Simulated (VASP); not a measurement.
# MgS (I-4m2) in VASP: a series of runs

Runs on MgS. Level: PBEsol. Tasks: single point.

Program: VASP 6.6.1. These are calculated values, not measurements. Logs are shortened: lines on timing, memory, paths and dates and some standing lists are left out, and cuts for length are marked.

### 1 The cell of the first run

The structure is tetragonal, space group I-4m2 (No. 119). Conventional cell: a = 3.927 Å, b = 3.927 Å, c = 5.666 Å, α = 90.00°, β = 90.00°, γ = 90.00°. S (site symmetry -4m2) has 4 Mg at 2.42 Å within 3.2 Å. Mg (site symmetry -4m2) has 4 S at 2.42 Å within 3.2 Å.

### 2 Single point, PBEsol

The input, INCAR:

```
  ALGO = Normal
  EDIFF = 1E-6
  ENCUT = 520
  GGA = PS
  ISIF = 2
  ISMEAR = -1
  LASPH = True
  LCHARG = False
  LREAL = False
  LWAVE = False
  NBANDS = 11
  NELM = 100
  PREC = Accurate
  SIGMA = 0.05
```

The input, KPOINTS:

```
k-points
0
Gamma
  7 7 7
```

The input, POSCAR:

```
MgS
1.0
    0.0000000000      2.7764576459      2.8331200468
    2.7764576459      0.0000000000      2.8331200468
    2.7764576459      2.7764576459      0.0000000000
S Mg
1 1
Direct
    0.2500000000      0.2500000000      0.2500000000
    0.0000000000      0.0000000000      0.0000000000
```

Potentials or basis: VASP PAW PBE potentials, release 64 (S, Mg).

Run with:

```
cat potpaw_PBE.64/S/POTCAR potpaw_PBE.64/Mg/POTCAR > POTCAR
mpirun -np 1 vasp_std > vasp.out
```

OUTCAR:

```text
EDIFF = 1E-6
   ENCUT = 520
   GGA = PS
   ISIF = 2
   ISMEAR = -1
   LASPH = True
   LREAL = False
   NELM = 100
   PREC = Accurate

 ion  position               nearest neighbor table
   1  0.250  0.250  0.250-   2 2.42   2 2.42   2 2.42   2 2.42
   2  0.000  0.000  0.000-   1 2.42   1 2.42   1 2.42   1 2.42

  LATTYP: Found a body centered tetragonal cell.
 ALAT       =     3.9265040582
 C/A-ratio  =     1.4430750636

  Lattice vectors:

 A1 = (  -2.7764576459,   0.0000000000,   2.8331200468)
 A2 = (   2.7764576459,   0.0000000000,   2.8331200468)
 A3 = (   0.0000000000,   2.7764576459,  -2.8331200468)

Analysis of symmetry for initial positions (statically):
=====================================================================
 Subroutine PRICEL returns:
 Original cell was already a primitive cell.

 Routine SETGRP: Setting up the symmetry group for a
 body centered tetragonal supercell.

 Subroutine GETGRP returns: Found  8 space group operations
 (whereof  8 operations were pure point group operations)
 out of a pool of 16 trial point group operations.

The static configuration has the point symmetry D_2d.

Analysis of symmetry for dynamics (positions and initial velocities):
=====================================================================
 Subroutine PRICEL returns:
 Original cell was already a primitive cell.

 Routine SETGRP: Setting up the symmetry group for a
 body centered tetragonal supercell.

 Subroutine GETGRP returns: Found  8 space group operations
 (whereof  8 operations were pure point group operations)
 out of a pool of 16 trial point group operations.

The dynamic configuration has the point symmetry D_2d.

 Subroutine INISYM returns: Found  8 space group operations
 (whereof  8 operations are pure point group operations),
 and found     1 'primitive' translations

----------------------------------------------------------------------------------------

                                     Primitive cell

  volume of cell :      43.6794

  direct lattice vectors                    reciprocal lattice vectors
     0.000000000  2.776457646  2.833120047    -0.180085585  0.180085585  0.176483874
     2.776457646  0.000000000  2.833120047     0.180085585 -0.180085585  0.176483874
     2.776457646  2.776457646  0.000000000     0.180085585  0.180085585 -0.176483874

  length of vectors
     3.966772776  3.966772776  3.926504058     0.309851890  0.309851890  0.309851890

  position of ions in fractional coordinates (direct lattice)
     0.250000000  0.250000000  0.250000000
     0.000000000  0.000000000  0.000000000

  ion indices of the primitive-cell ions
   primitive index   ion index
                 1           1
                 2           2

----------------------------------------------------------------------------------------

 KPOINTS: k-points

Automatic generation of k-mesh.
 Grid dimensions read from file:
 generate k-points for:    7    7    7

 Generating k-lattice:

  Cartesian coordinates                     Fractional coordinates (reciprocal lattice)
    -0.025726512  0.025726512  0.025211982     0.142857143  0.000000000  0.000000000
     0.025726512 -0.025726512  0.025211982     0.000000000  0.142857143  0.000000000
     0.025726512  0.025726512 -0.025211982     0.000000000  0.000000000  0.142857143

  Length of vectors
     0.044264556  0.044264556  0.044264556

  Shift w.r.t. Gamma in fractional coordinates (k-lattice)
     0.000000000  0.000000000  0.000000000

 Subroutine IBZKPT returns following result:
 ===========================================

 Found     40 irreducible k-points:

 Following reciprocal coordinates:
            Coordinates               Weight
  0.000000  0.000000  0.000000      1.000000
  0.142857  0.000000  0.000000      8.000000
  0.285714 -0.000000  0.000000      8.000000
  0.428571 -0.000000  0.000000      8.000000
  0.142857  0.142857  0.000000      2.000000
  0.285714  0.142857  0.000000      8.000000
[... 16 lines left out ...]
  0.428571  0.285714  0.142857      8.000000
 -0.428571  0.285714  0.142857     16.000000
 [... further k-points ...]
   k-points           NKPTS =     40   k-points in BZ     NKDIM =     40   number of bands    NBANDS=     11
   number of dos      NEDOS =    301   number of ions     NIONS =      2
   total plane-waves  NPLWV =  27000
   dimension x,y,z NGX =    30 NGY =   30 NGZ =   30
   dimension x,y,z NGXF=    60 NGYF=   60 NGZF=   60
   ions per type =               1   1
   NGX,Y,Z   is equivalent  to a cutoff of  12.57, 12.57, 12.70 a.u.
   NGXF,Y,Z  is equivalent  to a cutoff of  25.15, 25.15, 25.40 a.u.
 SYSTEM =  unknown system
   PREC   = accura    normal or accurate (medium, high low for compatibility)
   ISTART =      0    job   : 0-new  1-cont  2-samecut
   ICHARG =      2    charge: 1-file 2-atom 10-const
   ISPIN  =      1    spin polarized calculation?
   LNONCOLLINEAR =      F non collinear calculations
   LSORBIT =      F    spin-orbit coupling
   LASPH  =      T    aspherical Exc in radial PAW
   ENCUT  =  520.0 eV  38.22 Ry    6.18 a.u.   7.38  7.38  7.30*2*pi/ulx,y,z
   NELM   =    100;   NELMIN=  2; NELMDL= -5     # of ELM steps
   EDIFF  = 0.1E-05   stopping-criterion for ELM
   LREAL  =      F    real-space projection
   EDIFFG = 0.1E-04   stopping-criterion for IOM
   NSW    =      0    number of steps for IOM
   IBRION =     -1    ionic relax: 0-MD 1-quasi-New 2-CG
   NFREE  =      0    steps in history (QN), initial steepest desc. (CG)
   ISIF   =      2    stress and relaxation
   ISYM   =      2    0-nonsym 1-usesym 2-fastsym
   POTIM  = 0.5000    time-step for ionic-motion
   TEBEG  =    0.0;   TEEND  =   0.0 temperature during run
   PSTRESS=    0.0 pullay stress
   NELECT =       8.0000    total number of electrons
   NUPDOWN=      -1.0000    fix difference up-down
   EMIN   =  10.00;   EMAX   =-10.00  energy-range for DOS
   EFERMI =   0.00;   METHOD = LEGACY
   ISMEAR =    -1;   SIGMA  =   0.05  broadening in eV -4-tet -1-fermi 0-gaus
   EFERMI_NEDOS =   21; number of points for ismear=-14 and -15
   IALGO  =     38    algorithm
   IMIX   =      4    mixing-type and parameters
     AMIX     =   0.40;   BMIX     =  1.00
     AMIX_MAG =   1.60;   BMIX_MAG =  1.00
  volume/ion in A,a.u.               =      21.84       147.38
  Fermi-wavevector in a.u.,A,eV,Ry     =   0.929706  1.756890 11.760249  0.864354
  Thomas-Fermi vector in A             =   2.056017
   LORBIT       =      0    0 simple, 1 ext, 2 COOP (PROOUT), +10 PAW based schemes
   GGA     = PS    functional components
   LHFCALC =     F    Hartree Fock is set to
   AEXX    =    0.0000 exact exchange contribution
   IVDW    =     0    specifies the selected vdW correction
   LEPSILON=     F    determine dielectric tensor
   LRPA    =     F    only Hartree local field effects (RPA)
 non-spin polarized calculation
  energy-cutoff  :      520.00
  volume of cell :       43.68
 maximum number of plane-waves:      1203
 NGX is ok and might be reduce to    30
   NGX = 15   NGY = 15   NGZ = 15

 number of electron       8.0000000 magnetization

 Free energy of the ion-electron system (eV)
  ---------------------------------------------------
  ext. energy  EPLUGINS =         0.00000000
  ---------------------------------------------------
  free energy    TOTEN  =        -8.90835929 eV

  energy without entropy =       -8.90835929  energy(sigma->0) =       -8.90835929

 E-fermi :   2.2744     XC(G=0):  -8.7249

 val. band max:        1.2634773146   @ k =   0.0000   0.0000   0.0000
 cond. band min:       4.7266879440   @ k =   0.0000   0.0000   0.0000
 fundamental gap:      3.4632106293
 Fermi energy:         2.2743800038

 k-point     1 :       0.0000    0.0000    0.0000
  band No.  band energies     occupation
      1     -10.1552      2.00000
      2       1.2077      2.00000
      3       1.2635      2.00000
      4       1.2635      2.00000
      5       4.7267      0.00000
      6       9.2001      0.00000
      7       9.2228      0.00000
      8       9.2228      0.00000
      9      11.9249      0.00000
     10      12.2837      0.00000
     11      14.8775      0.00000

 k-point     2 :       0.1429    0.0000    0.0000
  band No.  band energies     occupation
      1     -10.0317      2.00000
      2       0.3503      2.00000
      3       1.1474      2.00000
      4       1.1991      2.00000
      5       5.5607      0.00000
      6       8.9980      0.00000
      7       9.4159      0.00000
      8       9.4573      0.00000
      9      11.4162      0.00000
     10      11.6742      0.00000
     11      14.2080      0.00000

 k-point     3 :       0.2857   -0.0000    0.0000
  band No.  band energies     occupation
      1      -9.7266      2.00000
      2      -1.0402      2.00000
      3       0.9839      2.00000
      4       1.0661      2.00000
      5       6.3603      0.00000
      6       9.1540      0.00000
      7       9.3031      0.00000
      8       9.3944      0.00000
      9      11.9708      0.00000
     10      11.9855      0.00000
     11      13.3950      0.00000

 k-point     4 :       0.4286   -0.0000    0.0000
  band No.  band energies     occupation
      1      -9.4460      2.00000
      2      -1.9467      2.00000
      3       0.8651      2.00000
      4       0.9692      2.00000
      5       6.3843      0.00000
      6       8.8052      0.00000
      7       9.0008      0.00000
      8       9.7880      0.00000
      9      13.7550      0.00000
     10      13.8007      0.00000
     11      13.9973      0.00000
[... 239 lines left out ...]
 k-point    22 :      -0.1429    0.0000    0.1429
  band No.  band energies     occupation
      1      -9.8483      2.00000
      2      -0.3637      2.00000
      3       0.7146      2.00000
      4       1.1507      2.00000
      5       6.4658      0.00000
      6       8.7416      0.00000
      7       9.3045      0.00000
      8       9.7187      0.00000
      9      10.5062      0.00000
     10      12.4092      0.00000
     11      15.1307      0.00000

 k-point    23 :       0.4286    0.2857    0.1429
  band No.  band energies     occupation
      1      -9.5112      2.00000
      2      -1.1573      2.00000
      3       0.1698      2.00000
      4       0.7090      2.00000
      5       6.9645      0.00000
      6       8.3459      0.00000
      7       8.6534      0.00000
      8      10.7620      0.00000
      9      11.3989      0.00000
     10      14.5440      0.00000
     11      15.8707      0.00000

 k-point    24 :      -0.4286    0.2857    0.1429
  band No.  band energies     occupation
      1      -9.2913      2.00000
      2      -1.5331      2.00000
      3      -0.2583      2.00000
      4       0.4866      2.00000
      5       7.0831      0.00000
      6       8.0966      0.00000
      7       9.5955      0.00000
      8      10.5036      0.00000
      9      12.5878      0.00000
     10      14.1903      0.00000
     11      15.8109      0.00000

 [... further k-points ...]
[... 5 lines left out ...]
  --------------------------------------------------------------------------------------
  -------------------------------------------------------------------------------------
  Total        0.5600354      0.5600354      0.4578834      0.0000000     -0.0000000      0.0000000
  in kB       20.5422955     20.5422955     16.7953246      0.0000000     -0.0000000      0.0000000
  external PRESSURE =      19.2933052 kB  Pullay stress =       0.0000000 kB

 VOLUME and BASIS-vectors are now :
 -----------------------------------------------------------------------------
  energy-cutoff  :      520.00
  volume of cell :       43.68
      direct lattice vectors                 reciprocal lattice vectors
     0.000000000  2.776457646  2.833120047    -0.180085585  0.180085585  0.176483874
     2.776457646  0.000000000  2.833120047     0.180085585 -0.180085585  0.176483874
     2.776457646  2.776457646  0.000000000     0.180085585  0.180085585 -0.176483874

 POSITION                                       TOTAL-FORCE (eV/Angst)
 -----------------------------------------------------------------------------------
      1.38823      1.38823      1.41656         0.000000      0.000000     -0.000000
      0.00000      0.00000      0.00000        -0.000000     -0.000000      0.000000
 -----------------------------------------------------------------------------------
    total drift:                                0.000000      0.000000      0.000000

  FREE ENERGIE OF THE ION-ELECTRON SYSTEM (eV)
  ---------------------------------------------------
  free  energy   TOTEN  =        -8.9083592888 eV

  energy  without entropy=       -8.9083592887  energy(sigma->0) =       -8.90835929
```

It took 22 s on 1 thread of AMD EPYC 7R43 (Zen 3), shared host; peak memory 0.13 GiB.

Results:

```yaml
Free_energy: -8.9084 eV
Pressure: 1.9 GPa
Band_gap_on_the_k_mesh: 3.46 eV, direct
```

Caveat: the PAW data sets were made with another functional, which shifts forces and pressure a little.

### 3 Single point, PBEsol

This run uses another cell than the first one, of 22.29 Å³/atom, 1.021 times its volume.

The input, INCAR:

```
SYSTEM = MgS
PREC     = Accurate       ! precision mode
ENCUT    = 520            ! plane-wave cutoff, eV
EDIFF    = 1E-6           ! SCF threshold, eV
ISMEAR   = -1             ! smearing method
SIGMA    = 0.05           ! smearing width, eV
LREAL    = .FALSE.        ! projectors in reciprocal space
LASPH    = .TRUE.         ! aspherical terms in the spheres
NELM     = 60             ! most SCF steps
ALGO     = Normal         ! electronic algorithm
ISIF     = 2              ! what is computed and relaxed
LWAVE    = .FALSE.        ! write WAVECAR
LCHARG   = .FALSE.        ! write CHGCAR
GGA      = PS             ! functional
NBANDS   = 11             ! bands
```

The input, KPOINTS:

```
Automatic mesh
0
G
  7 7 7
  0 0 0
```

The input, POSCAR:

```
MgS
1.0
    0.0000000000      2.8047888463      2.8331200468
    2.8047888463      0.0000000000      2.8331200468
    2.8047888463      2.8047888463      0.0000000000
S Mg
1 1
Direct
    0.2500000000      0.2500000000      0.2500000000
    0.0000000000      0.0000000000      0.0000000000
```

Potentials or basis: VASP PAW PBE potentials, release 64 (S, Mg).

Run with:

```
cat potpaw_PBE.64/S/POTCAR potpaw_PBE.64/Mg/POTCAR > POTCAR
mpirun -np 1 vasp_std > vasp.out
```

It took 22 s on 1 thread of AMD EPYC 7R43 (Zen 3), shared host; peak memory 0.12 GiB.

The run converged. Its results:

- Free energy: -8.9162 eV
- Pressure: 0.6 GPa
- Band gap on the k mesh: 3.37 eV, direct

Stress tensor (GPa, compression positive):
```
0.71 0.00 0.00
0.00 0.71 0.00
0.00 0.00 0.52
```

Levels at points of the mesh, in eV from the valence-band top:
```
           k point  band 2  band 3  band 4  band 5  band 6  band 7
(0.00, 0.00, 0.00)   -0.03    0.00    0.00    3.37    7.90    7.91
```

Caveat: the PAW data sets were made with another functional, which shifts forces and pressure a little. A k mesh can miss the band edges.
